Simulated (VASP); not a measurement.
# Ru (R-3m) in VASP: further runs, part 2 of 2

VASP 6.6.1. Earlier steps stand in the parts before.

### Step 3. Single point, PBE

This run uses another cell than the first one, of the same volume but with other edges.

Contents of INCAR:

```
SYSTEM = Ru
ALGO = Fast ; EDIFF = 1E-6
ENCUT = 520 ; GGA = PE
ISIF = 2 ; ISMEAR = 0
LASPH = .True. ; LCHARG = .False.
LREAL = .False. ; LWAVE = .False.
NBANDS = 13 ; NELM = 60
PREC = Accurate ; SIGMA = 0.15
```

Contents of KPOINTS:

```
k-points
0
Gamma
  20 20 20
  0 0 0
```

Contents of POSCAR:

```
Ru
1.0
   -0.0333389707      1.9836687559      1.9836687559
    1.9836687559     -0.0333389707      1.9836687559
    1.9836687559      1.9836687559     -0.0333389707
Ru
1
Direct
    0.0000000000      0.0000000000      0.0000000000
```

Potentials or basis: VASP PAW PBE potentials, release 64 (Ru_pv).

Command:

```sh
$ cat potpaw_PBE.64/Ru_pv/POTCAR > POTCAR
$ mpirun -np 1 vasp_std > vasp.out
```

It took 96 s on 1 thread of AMD EPYC 9R45 (Zen 5), shared host; peak memory 0.24 GiB.

Results (log left out):

```yaml
Free_energy: -8.8764 eV
Pressure: -31.0 GPa
Band_gap_on_the_k_mesh: zero (band 7 reaches 11.69 eV, above the bottom of band 8 at 9.03 eV)
```

Stress tensor (GPa, compression positive):
```
-31.02   2.41   2.41
  2.41 -31.02   2.41
  2.41   2.41 -31.02
```

Levels at points of the mesh, in eV from the Fermi level:
```
           k point  band 3  band 4  band 5  band 6  band 7  band 8  band 9  band 10  band 11  band 12
(0.00, 0.00, 0.00)  -42.38   -6.94   -2.13   -2.13   -1.83   -0.12   -0.12    10.76    15.05    19.68
(0.50, 0.00, 0.00)  -42.47   -4.94   -2.25   -1.92    0.90    1.20    1.38     8.08    10.76    14.66
(0.50, 0.50, 0.00)  -42.60   -5.05   -4.65    1.25    1.70    1.72    3.24    10.75    11.45    12.08
(0.50, 0.50, 0.50)  -42.50   -4.92   -2.15   -2.15    1.21    1.37    1.37     8.53    10.76    14.40
```

### Step 4. Single point, PBE

Contents of INCAR:

```
ALGO     = Fast           # electronic algorithm
EDIFF    = 1E-7           # SCF threshold, eV
ENCUT    = 520            # plane-wave cutoff, eV
GGA      = PE             # functional
ISIF     = 2              # what is computed and relaxed
ISMEAR   = 0              # smearing method
LASPH    = T              # aspherical terms in the spheres
LCHARG   = F              # write CHGCAR
LREAL    = F              # projectors in reciprocal space
LWAVE    = F              # write WAVECAR
NBANDS   = 13             # bands
NELM     = 100            # most SCF steps
PREC     = Accurate       # precision mode
SIGMA    = 0.15           # smearing width, eV
```

Contents of KPOINTS:

```
k-points
0
Gamma
  20 20 20
```

Contents of POSCAR:

```
Ru
1.0
    0.0333389707      2.0170077266      2.0170077266
    2.0170077266      0.0333389707      2.0170077266
    2.0170077266      2.0170077266      0.0333389707
Ru
1
Direct
    0.0000000000      0.0000000000      0.0000000000
```

Command:

```sh
$ cat potpaw_PBE.64/Ru_pv/POTCAR > POTCAR
$ mpirun -np 1 vasp_std > vasp.out
```

It took 2.5 min on 1 thread of Intel Xeon Platinum 8259CL at 2.50GHz (Skylake/Cascade Lake), shared host; peak memory 0.27 GiB.

It converged, with:

```yaml
Free_energy: -8.8766 eV
Pressure: -31.0 GPa
Band_gap_on_the_k_mesh: zero (band 7 reaches 11.69 eV, above the bottom of band 8 at 9.01 eV)
```

Stress tensor (GPa, compression positive):
```
-30.99  -2.33  -2.33
 -2.33 -30.99  -2.33
 -2.33  -2.33 -30.99
```

Levels at points of the mesh, in eV from the Fermi level:
```
           k point  band 3  band 4  band 5  band 6  band 7  band 8  band 9  band 10  band 11  band 12
(0.00, 0.00, 0.00)  -42.38   -6.94   -2.21   -1.93   -1.93   -0.12   -0.12    10.76    15.05    19.45
(0.50, 0.00, 0.00)  -42.48   -4.92   -2.28   -1.96    1.05    1.23    1.43     8.31    10.76    14.53
(0.50, 0.50, 0.00)  -42.60   -5.05   -4.65    1.25    1.70    1.72    3.24    10.75    11.45    12.09
(0.50, 0.50, 0.50)  -42.46   -4.95   -2.06   -2.06    0.75    1.26    1.26     7.84    10.76    14.79
```

### Step 5. Single point, PBE

This run uses another cell than the first one, of 11.84 Å³/atom, 0.740 times its volume.

Contents of INCAR:

```
SYSTEM = Ru
ALGO     = Normal         ! electronic algorithm
EDIFF    = 1E-7           ! SCF threshold, eV
ENCUT    = 520            ! plane-wave cutoff, eV
GGA      = PE             ! functional
ISIF     = 2              ! what is computed and relaxed
ISMEAR   = 0              ! smearing method
LASPH    = .True.         ! aspherical terms in the spheres
LCHARG   = .True.         ! write CHGCAR
LELF     = .True.         ! ELF
LREAL    = .False.        ! projectors in reciprocal space
LVHAR    = .True.       
LWAVE    = .False.        ! write WAVECAR
NBANDS   = 13             ! bands
NELM     = 80             ! most SCF steps
PREC     = Accurate       ! precision mode
SIGMA    = 0.15           ! smearing width, eV
```

Contents of KPOINTS:

```
k-points
0
Gamma
  20 20 20
  0 0 0
```

Contents of POSCAR:

```
Ru
1.0
   -0.0666779414      1.7764908666      1.7764908666
    1.7764908666     -0.0666779414      1.7764908666
    1.7764908666      1.7764908666     -0.0666779414
Ru
1
Direct
    0.0000000000      0.0000000000      0.0000000000
```

Potentials or basis: VASP PAW PBE potentials, release 64 (Ru_pv).

Command:

```sh
$ cat potpaw_PBE.64/Ru_pv/POTCAR > POTCAR
$ mpirun -np 1 vasp_std > vasp.out
```

OUTCAR:

```text
SYSTEM = Ru
   EDIFF = 1E-7
   ENCUT = 520
   GGA = PE
   ISIF = 2
   ISMEAR = 0
   LASPH = .True.
   LREAL = .False.
   NELM = 80
   PREC = Accurate

 ion  position               nearest neighbor table
   1  0.000  0.000  0.000-

  LATTYP: Found a trigonal (rhomboedric) cell.
 ALAT       =     2.5132221442
 COS(alpha) =     0.4621409640

  Lattice vectors:

 A1 = (  -0.0666779414,   1.7764908666,   1.7764908666)
[... 563 lines left out ...]
     12      31.9450      0.00000
     13      38.5958      0.00000

 [... further k-points ...]

------------------------ aborting loop because EDIFF is reached ----------------------------------------

  FORCE on cell =-STRESS in cart. coord.  units (eV):
  Direction    XX          YY          ZZ          XY          YZ          ZX
  --------------------------------------------------------------------------------------
  -------------------------------------------------------------------------------------
  Total        5.2471670      5.2471670      5.2471670      1.0898247      1.0898247      1.0898247
  in kB      709.8065724    709.8065724    709.8065724    147.4252236    147.4252236    147.4252236
  external PRESSURE =     709.8065724 kB  Pullay stress =       0.0000000 kB

 VOLUME and BASIS-vectors are now :
 -----------------------------------------------------------------------------
  energy-cutoff  :      520.00
  volume of cell :       11.84
      direct lattice vectors                 reciprocal lattice vectors
    -0.066677941  1.776490867  1.776490867    -0.266083690  0.276460213  0.276460213
     1.776490867 -0.066677941  1.776490867     0.276460213 -0.266083690  0.276460213
     1.776490867  1.776490867 -0.066677941     0.276460213  0.276460213 -0.266083690

 POSITION                                       TOTAL-FORCE (eV/Angst)
 -----------------------------------------------------------------------------------
      0.00000      0.00000      0.00000         0.000000      0.000000     -0.000000
 -----------------------------------------------------------------------------------
    total drift:                                0.000000     -0.000000     -0.000000

  FREE ENERGIE OF THE ION-ELECTRON SYSTEM (eV)
  ---------------------------------------------------
  free  energy   TOTEN  =        -8.6920736827 eV

  energy  without entropy=       -8.6808552113  energy(sigma->0) =       -8.68646445
```

stdout:

```text
POSCAR found type information on POSCAR Ru
 POSCAR found :  1 types and       1 ions
 scaLAPACK will be used
 LDA part: xc-table for (Slater+PW92), standard interpolation
 POSCAR, INCAR and KPOINTS ok, starting setup
 FFT: planning ... GRIDC
 FFT: planning ... GRID_SOFT
 FFT: planning ... GRID
 WAVECAR not read
 entering main loop
```

Run time: 2.3 min. Hardware: 1 thread of Intel Xeon Platinum 8259CL at 2.50GHz (Skylake/Cascade Lake), shared host; peak memory 0.22 GiB.

What came out:

```
Free energy            : -8.6921 eV
Pressure               : 71.0 GPa
Band gap on the k mesh : zero (band 7 reaches 18.19 eV, above the bottom of band 8 at 13.77 eV)
```

Stress tensor (GPa, compression positive):
```
70.98 14.74 14.74
14.74 70.98 14.74
14.74 14.74 70.98
```

### Step 6. Summary

| cell | gap on the mesh (eV) | pressure (GPa) |
| --- | --- | --- |
| a = 2.877 Å, angles 57.8°, 1 atom | none | -30.5 |
| a = 2.806 Å, angles 61.1°, 1 atom | none | -31.0 |
| a = 2.853 Å, angles 58.9°, 1 atom | none | -31.0 |
| a = 2.513 Å, angles 62.5°, 1 atom | none | 71.0 |

Alike in all rows: task single point; level PBE; potentials or basis VASP PAW PBE potentials, release 64 (Ru_pv); no spin polarisation; k mesh 20 × 20 × 20; cutoff (eV) 520; smearing gaussian 0.15 eV.

Absolute energies hang on the potentials; compare differences alone.
